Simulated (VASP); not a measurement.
# TaH (P6/mmm) in VASP: further runs

Runs on TaH. Level: PBE. Tasks: single point, relaxation of cell and atoms.

Program: VASP 6.6.1. These are calculated values, not measurements. Logs are shortened: lines on timing, memory, paths and dates and some standing lists are left out, and cuts for length are marked.

## 1. The cell of the first run

The structure is hexagonal, space group P6/mmm (No. 191). Conventional cell: a = 2.851 Å, b = 2.851 Å, c = 3.715 Å, α = 90.00°, β = 90.00°, γ = 120.00°. Within 2.5 Å of Ta (site symmetry 6/mmm) lie 2 H at 1.86 Å. H (site symmetry 6/mmm) has 2 Ta at 1.86 Å within 2.5 Å.

## 2. Single point, PBE

Contents of INCAR:

```
  PREC = Accurate
  ENCUT = 520
  EDIFF = 1E-6
  ISMEAR = 0
  SIGMA = 0.1
  LREAL = False
  LASPH = True
  NELM = 100
  ALGO = Normal
  ISIF = 2
  LWAVE = False
  LCHARG = True
  GGA = PE
  LELF = True
  LVHAR = True
  NBANDS = 13
```

Contents of KPOINTS:

```
regular mesh
0
Gamma
  9 9 4
```

Contents of POSCAR:

```
TaH
1.0
    2.8506777224      0.0000000000      0.0000000000
   -1.4253388612      2.4687593256      0.0000000000
    0.0000000000      0.0000000000      3.7153435150
Ta H
1 1
Direct
    0.0000000000      0.0000000000      0.5000000000
    0.0000000000      0.0000000000      0.0000000000
```

Potentials or basis: VASP PAW PBE potentials, release 64 (Ta_pv, H).

The run is started by

```
> cat potpaw_PBE.64/Ta_pv/POTCAR potpaw_PBE.64/H/POTCAR > POTCAR
> mpirun -np 1 vasp_std > vasp.out
```

OUTCAR:

```text
PREC = Accurate
   ENCUT = 520
   EDIFF = 1E-6
   ISMEAR = 0
   LREAL = False
   LASPH = True
   NELM = 100
   ISIF = 2
   GGA = PE

 ion  position               nearest neighbor table
   1  0.000  0.000  0.500-   2 1.86   2 1.86
   2  0.000  0.000  0.000-   1 1.86   1 1.86

  LATTYP: Found a hexagonal cell.
 ALAT       =     2.8506777224
 C/A-ratio  =     1.3033193776

  Lattice vectors:

 A1 = (   2.8506777224,   0.0000000000,   0.0000000000)
 A2 = (  -1.4253388612,   2.4687593256,   0.0000000000)
 A3 = (   0.0000000000,   0.0000000000,   3.7153435150)

Analysis of symmetry for initial positions (statically):
=====================================================================
 Subroutine PRICEL returns:
 Original cell was already a primitive cell.

 Routine SETGRP: Setting up the symmetry group for a
 hexagonal supercell.

 Subroutine GETGRP returns: Found 24 space group operations
 (whereof 24 operations were pure point group operations)
 out of a pool of 24 trial point group operations.

The static configuration has the point symmetry D_6h.

Analysis of symmetry for dynamics (positions and initial velocities):
=====================================================================
 Subroutine PRICEL returns:
 Original cell was already a primitive cell.

 Routine SETGRP: Setting up the symmetry group for a
 hexagonal supercell.

 Subroutine GETGRP returns: Found 24 space group operations
 (whereof 24 operations were pure point group operations)
 out of a pool of 24 trial point group operations.

The dynamic configuration has the point symmetry D_6h.

 Subroutine INISYM returns: Found 24 space group operations
 (whereof 24 operations are pure point group operations),
 and found     1 'primitive' translations

----------------------------------------------------------------------------------------

                                     Primitive cell

  volume of cell :      26.1472

  direct lattice vectors                    reciprocal lattice vectors
     2.850677722  0.000000000  0.000000000     0.350793775  0.202530881  0.000000000
    -1.425338861  2.468759326  0.000000000     0.000000000  0.405061761  0.000000000
     0.000000000  0.000000000  3.715343515     0.000000000  0.000000000  0.269154116

  length of vectors
     2.850677722  2.850677722  3.715343515     0.405061761  0.405061761  0.269154116

  position of ions in fractional coordinates (direct lattice)
     0.000000000  0.000000000  0.500000000
     0.000000000  0.000000000  0.000000000

  ion indices of the primitive-cell ions
   primitive index   ion index
                 1           1
                 2           2

----------------------------------------------------------------------------------------

 KPOINTS: regular mesh

Automatic generation of k-mesh.
 Grid dimensions read from file:
 generate k-points for:    9    9    4

 Generating k-lattice:

  Cartesian coordinates                     Fractional coordinates (reciprocal lattice)
     0.038977086  0.022503431  0.000000000     0.111111111  0.000000000  0.000000000
     0.000000000  0.045006862  0.000000000     0.000000000  0.111111111  0.000000000
     0.000000000  0.000000000  0.067288529     0.000000000  0.000000000  0.250000000

  Length of vectors
     0.045006862  0.045006862  0.067288529

  Shift w.r.t. Gamma in fractional coordinates (k-lattice)
     0.000000000  0.000000000  0.000000000

 Subroutine IBZKPT returns following result:
 ===========================================

 Found     36 irreducible k-points:

 Following reciprocal coordinates:
            Coordinates               Weight
  0.000000  0.000000  0.000000      1.000000
  0.111111  0.000000  0.000000      6.000000
  0.222222 -0.000000  0.000000      6.000000
  0.333333  0.000000  0.000000      6.000000
  0.444444 -0.000000  0.000000      6.000000
  0.111111  0.111111  0.000000      6.000000
[... 16 lines left out ...]
  0.333333  0.222222  0.250000     24.000000
  0.333333  0.333333  0.250000      4.000000
 [... further k-points ...]
   k-points           NKPTS =     36   k-points in BZ     NKDIM =     36   number of bands    NBANDS=     13
   number of dos      NEDOS =    301   number of ions     NIONS =      2
   total plane-waves  NPLWV =  16128
   dimension x,y,z NGX =    24 NGY =   24 NGZ =   28
   dimension x,y,z NGXF=    48 NGYF=   48 NGZF=   56
   ions per type =               1   1
   NGX,Y,Z   is equivalent  to a cutoff of  14.00, 14.00, 12.53 a.u.
   NGXF,Y,Z  is equivalent  to a cutoff of  27.99, 27.99, 25.06 a.u.
 SYSTEM =  unknown system
   PREC   = accura    normal or accurate (medium, high low for compatibility)
   ISTART =      0    job   : 0-new  1-cont  2-samecut
   ICHARG =      2    charge: 1-file 2-atom 10-const
   ISPIN  =      1    spin polarized calculation?
   LNONCOLLINEAR =      F non collinear calculations
   LSORBIT =      F    spin-orbit coupling
   LASPH  =      T    aspherical Exc in radial PAW
   ENCUT  =  520.0 eV  38.22 Ry    6.18 a.u.   5.30  5.30  6.91*2*pi/ulx,y,z
   NELM   =    100;   NELMIN=  2; NELMDL= -5     # of ELM steps
   EDIFF  = 0.1E-05   stopping-criterion for ELM
   LREAL  =      F    real-space projection
   EDIFFG = 0.1E-04   stopping-criterion for IOM
   NSW    =      0    number of steps for IOM
   IBRION =     -1    ionic relax: 0-MD 1-quasi-New 2-CG
   NFREE  =      0    steps in history (QN), initial steepest desc. (CG)
   ISIF   =      2    stress and relaxation
   ISYM   =      2    0-nonsym 1-usesym 2-fastsym
   POTIM  = 0.5000    time-step for ionic-motion
   TEBEG  =    0.0;   TEEND  =   0.0 temperature during run
   PSTRESS=    0.0 pullay stress
   NELECT =      12.0000    total number of electrons
   NUPDOWN=      -1.0000    fix difference up-down
   EMIN   =  10.00;   EMAX   =-10.00  energy-range for DOS
   EFERMI =   0.00;   METHOD = LEGACY
   ISMEAR =     0;   SIGMA  =   0.10  broadening in eV -4-tet -1-fermi 0-gaus
   EFERMI_NEDOS =   21; number of points for ismear=-14 and -15
   IALGO  =     38    algorithm
   IMIX   =      4    mixing-type and parameters
     AMIX     =   0.40;   BMIX     =  1.00
     AMIX_MAG =   1.60;   BMIX_MAG =  1.00
  volume/ion in A,a.u.               =      13.07        88.23
  Fermi-wavevector in a.u.,A,eV,Ry     =   1.262777  2.386302 21.695925  1.594606
  Thomas-Fermi vector in A             =   2.396168
   LORBIT       =      0    0 simple, 1 ext, 2 COOP (PROOUT), +10 PAW based schemes
   GGA     = PE    functional components
   LHFCALC =     F    Hartree Fock is set to
   AEXX    =    0.0000 exact exchange contribution
   IVDW    =     0    specifies the selected vdW correction
   LEPSILON=     F    determine dielectric tensor
   LRPA    =     F    only Hartree local field effects (RPA)
 non-spin polarized calculation
 Gauss-broadening in eV      SIGMA  =   0.10
  energy-cutoff  :      520.00
  volume of cell :       26.15
 maximum number of plane-waves:       721
 NGX is ok and might be reduce to    24
   NGX = 11   NGY = 11   NGZ = 13

 number of electron      11.9999997 magnetization

 Free energy of the ion-electron system (eV)
  ---------------------------------------------------
  ext. energy  EPLUGINS =         0.00000000
  ---------------------------------------------------
  free energy    TOTEN  =       -13.77319293 eV

  energy without entropy =      -13.76238312  energy(sigma->0) =      -13.76778802

 E-fermi :   3.3531     XC(G=0): -11.0133

 val. band max:        3.3087813144   @ k =   0.2222  -0.0000   0.5000
 cond. band min:       3.3561506134   @ k =   0.2222   0.1111   0.2500
 fundamental gap:      0.0473692990
 Fermi energy:         3.3530682601

 k-point     1 :       0.0000    0.0000    0.0000
  band No.  band energies     occupation
      1     -30.9824      2.00000
      2     -30.2025      2.00000
      3     -30.2025      2.00000
      4      -5.0021      2.00000
      5      -1.1344      2.00000
      6       4.2947      0.00000
      7       4.2947      0.00000
      8       7.9602      0.00000
      9       7.9602      0.00000
     10       9.2111      0.00000
     11      16.8296      0.00000
     12      17.2707      0.00000
     13      17.4916      0.00000

 k-point     2 :       0.1111    0.0000    0.0000
  band No.  band energies     occupation
      1     -30.9629      2.00000
      2     -30.3487      2.00000
      3     -30.2354      2.00000
      4      -4.6827      2.00000
      5      -0.7343      2.00000
      6       3.8092      0.00000
      7       4.7657      0.00000
      8       6.3454      0.00000
      9       7.8112      0.00000
     10      11.0223      0.00000
     11      16.5895      0.00000
     12      16.8862      0.00000
     13      17.4984      0.00000

 k-point     3 :       0.2222   -0.0000    0.0000
  band No.  band energies     occupation
      1     -30.9134      2.00000
      2     -30.7061      2.00000
      3     -30.3176      2.00000
      4      -3.8757      2.00000
      5       0.1833      2.00000
      6       3.1052      1.99955
      7       4.6152      0.00000
      8       6.1111      0.00000
      9       7.4548      0.00000
     10      13.2039      0.00000
     11      13.9067      0.00000
     12      16.8754      0.00000
     13      17.4922      0.00000

 k-point     4 :       0.3333    0.0000    0.0000
  band No.  band energies     occupation
      1     -31.0927      2.00000
      2     -30.8566      2.00000
      3     -30.4095      2.00000
      4      -2.9070      2.00000
      5       0.4131      2.00000
      6       3.3712      0.79769
      7       3.6765      0.00000
      8       7.0810      0.00000
      9       8.0818      0.00000
     10      12.0568      0.00000
     11      14.7391      0.00000
     12      16.5139      0.00000
     13      17.4654      0.00000

 k-point     5 :       0.4444   -0.0000    0.0000
  band No.  band energies     occupation
      1     -31.3350      2.00000
      2     -30.8192      2.00000
      3     -30.4687      2.00000
      4      -2.1963      2.00000
      5       0.1291      2.00000
      6       2.7231      2.00000
      7       4.5677      0.00000
      8       6.8523      0.00000
      9       9.9534      0.00000
     10      12.2530      0.00000
     11      14.9798      0.00000
     12      15.3157      0.00000
     13      16.5650      0.00000
[... 257 lines left out ...]
 k-point    22 :       0.2222    0.2222    0.2500
  band No.  band energies     occupation
      1     -31.1067      2.00000
      2     -30.8754      2.00000
      3     -30.6100      2.00000
      4      -1.2987      2.00000
      5       2.1568      2.00000
      6       2.3157      2.00000
      7       2.8718      2.00000
      8       5.2590      0.00000
      9       9.8496      0.00000
     10      10.2600      0.00000
     11      13.7774      0.00000
     12      15.3362      0.00000
     13      17.4478      0.00000

 k-point    23 :       0.3333    0.2222    0.2500
  band No.  band energies     occupation
      1     -31.1914      2.00000
      2     -30.8456      2.00000
      3     -30.7639      2.00000
      4      -0.5577      2.00000
      5       1.8186      2.00000
      6       2.1396      2.00000
      7       4.1081      0.00000
      8       4.4354      0.00000
      9       9.9767      0.00000
     10      11.3691      0.00000
     11      13.7742      0.00000
     12      14.1770      0.00000
     13      16.8141      0.00000

 k-point    24 :       0.3333    0.3333    0.2500
  band No.  band energies     occupation
      1     -31.0218      2.00000
      2     -31.0218      2.00000
      3     -30.8353      2.00000
      4      -0.2656      2.00000
      5       2.5957      2.00000
      6       2.5957      2.00000
      7       3.5783      0.00145
      8       3.5783      0.00145
      9       9.6288      0.00000
     10      12.6281      0.00000
     11      12.6281      0.00000
     12      13.3015      0.00000
     13      17.4614      0.00000

 [... further k-points ...]

------------------------ aborting loop because EDIFF is reached ----------------------------------------

  FORCE on cell =-STRESS in cart. coord.  units (eV):
  Direction    XX          YY          ZZ          XY          YZ          ZX
  --------------------------------------------------------------------------------------
  -------------------------------------------------------------------------------------
  Total        0.0219461      0.0219461      0.0079077     -0.0000000     -0.0000000      0.0000000
  in kB        1.3447547      1.3447547      0.4845434     -0.0000000     -0.0000000      0.0000000
  external PRESSURE =       1.0580176 kB  Pullay stress =       0.0000000 kB

 VOLUME and BASIS-vectors are now :
 -----------------------------------------------------------------------------
  energy-cutoff  :      520.00
  volume of cell :       26.15
      direct lattice vectors                 reciprocal lattice vectors
     2.850677722  0.000000000  0.000000000     0.350793775  0.202530881  0.000000000
    -1.425338861  2.468759326  0.000000000     0.000000000  0.405061761  0.000000000
     0.000000000  0.000000000  3.715343515     0.000000000  0.000000000  0.269154116

 POSITION                                       TOTAL-FORCE (eV/Angst)
 -----------------------------------------------------------------------------------
      0.00000      0.00000      1.85767        -0.000000      0.000000      0.000000
      0.00000      0.00000      0.00000         0.000000      0.000000      0.000000
 -----------------------------------------------------------------------------------
    total drift:                                0.000000      0.000000      0.000000

  FREE ENERGIE OF THE ION-ELECTRON SYSTEM (eV)
  ---------------------------------------------------
  free  energy   TOTEN  =       -13.7731929314 eV

  energy  without entropy=      -13.7623831163  energy(sigma->0) =      -13.76778802
```

Run time: 4.6 s. Hardware: 1 thread of Intel Xeon 6975P-C (Granite Rapids), shared host; peak memory 0.14 GiB.

Results:

```yaml
Free_energy: -13.7732 eV
Pressure: 0.1 GPa
Band_gap_on_the_k_mesh: zero (band 6 reaches 4.38 eV, above the bottom of band 7 at 2.87 eV)
```

Stress tensor (GPa, compression positive):
```
0.13 0.00 0.00
0.00 0.13 0.00
0.00 0.00 0.05
```

Caveat: the k points lie up to 0.42 Å⁻¹ apart; spin-orbit coupling is left out, which moves the levels of the heavy elements.

## 3. Relaxation of cell and atoms, PBE

This run uses another cell than the first one, of 12.53 Å³/atom, 0.958 times its volume.

Contents of INCAR:

```
  PREC = Accurate
  ENCUT = 600
  EDIFF = 1E-6
  ISMEAR = 0
  SIGMA = 0.1
  LREAL = F
  LASPH = T
  NELM = 100
  ALGO = Normal
  ISIF = 3
  LWAVE = F
  LCHARG = F
  GGA = PE
  IBRION = 2
  NSW = 90
  EDIFFG = -0.04
```

KPOINTS is that of step 2.

Contents of POSCAR:

```
TaH
1.0
    2.6429424000      0.0000000000      0.0000000000
   -1.3214712000      2.2888552600      0.0000000000
    0.0000000000      0.0000000000      4.1414061800
Ta H
1 1
Direct
    0.0000000000      0.0000000000      0.5000000000
    0.0000000000      0.0000000000      0.0000000000
```

Potentials or basis: VASP PAW PBE potentials, release 64 (Ta_pv, H).

The run is started by

```
> cat potpaw_PBE.64/Ta_pv/POTCAR potpaw_PBE.64/H/POTCAR > POTCAR
> mpirun -np 1 vasp_std > vasp.out
```

Run time: 20 s. Hardware: 1 thread of Intel Xeon 6975P-C (Granite Rapids), shared host; peak memory 0.17 GiB.

The run converged. Its results:

```yaml
Free_energy: -13.7729 eV
Relaxed_volume: 13.12 Å³/atom
Relaxed_cell: a = 2.858 Å, b = 2.858 Å, c = 3.710 Å, α = 90.00°, β = 90.00°, γ = 120.00°
Space_group_after_relaxing_to_0.05_Å: P6/mmm (No. 191)
Energy_gained_by_relaxing: 288.9 meV/atom
Ionic_steps: 6
Pressure_after_relaxing: -0.2 GPa
Band_gap_on_the_k_mesh: zero (band 6 reaches 4.36 eV, above the bottom of band 7 at 2.86 eV)
```

Stress tensor (GPa, compression positive):
```
-0.35  0.00  0.00
 0.00 -0.35  0.00
 0.00  0.00  0.13
```

Step by step:
```csv
step,energy change (eV),largest force (eV/Å),pressure (GPa),volume (Å³)
1,0.0000,0.0000,14.07,25.05
2,-0.4886,0.0000,-9.41,28.80
3,-0.5316,0.0000,-6.87,27.79
4,-0.5316,0.0000,-6.67,27.73
5,-0.5749,0.0000,1.68,25.90
6,-0.5778,0.0000,-0.19,26.24
```

Final structure:
```xyz
2
Lattice="2.8580 0.0000 0.0000 -1.4290 2.4751 0.0000 0.0000 0.0000 3.7097" Properties=species:S:1:pos:R:3 pbc="T T T"
Ta    0.0000    0.0000    1.8548
H     0.0000    0.0000    0.0000
```

Levels at points of the mesh, in eV from the Fermi level:
```tsv
k point	band 2	band 3	band 4	band 5	band 6	band 7	band 8	band 9	band 10
(0.00, 0.00, 0.00)	-33.59	-33.59	-8.36	-4.48	0.93	0.93	4.56	4.56	5.89
(0.00, 0.00, 0.50)	-33.58	-33.58	-5.48	-4.98	1.02	1.02	1.65	4.01	4.01
```

Caveat: the k points lie up to 0.42 Å⁻¹ apart in the final cell; spin-orbit coupling is left out, which moves the levels of the heavy elements.
